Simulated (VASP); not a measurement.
Lu: single point with PBEsol+D3(BJ)

The system is Lu.

```
CELL_PARAMETERS angstrom
0.00000 2.81429 2.81429
2.81429 0.00000 2.81429
2.81429 2.81429 0.00000
ATOMIC_POSITIONS crystal
Lu 0.00000 0.00000 0.00000
Lu 0.25000 0.25000 0.25000
```

This isn't the form of Lu at room conditions, which is hcp.

```json
{"Program": "VASP 6.6.1", "Task": "single point", "Functional": "PBEsol", "Dispersion": "D3(BJ)", "Potentials or basis": "VASP PAW PBE potentials, release 64 (Lu)", "Cutoff": "520 eV", "k mesh": "5 × 5 × 5", "Occupations": "fermi-dirac, width 0.05 eV", "Spin": "no spin polarisation"}
```

| Quantity | Value |
| --- | --- |
| Pressure | 21.1 GPa |
| Band gap on the k mesh | zero (bands 25 and 26 overlap by 0.88 eV) |
| Dispersion energy per atom | -0.518 eV |

Levels at points of the mesh, in eV from the Fermi level:
| k point | band 23 | band 24 | band 25 | band 26 | band 27 | band 28 |
| --- | --- | --- | --- | --- | --- | --- |
| (0.00, 0.00, 0.00) | -5.27 | -0.75 | -0.75 | 1.24 | 1.24 | 1.24 |

It took 16 s on 1 thread of Intel(R) Xeon(R) Platinum 8375C CPU @ 2.90GHz (Ice Lake) (shared host), peak memory 0.19 GiB.

Caveat: the k points lie up to 0.39 Å⁻¹ apart, too coarse for converged energies and pressures of a metal; three body term missing; the PAW data sets were made with another functional, which shifts forces and pressure a little; spin-orbit coupling is left out, which moves the levels of the heavy elements.
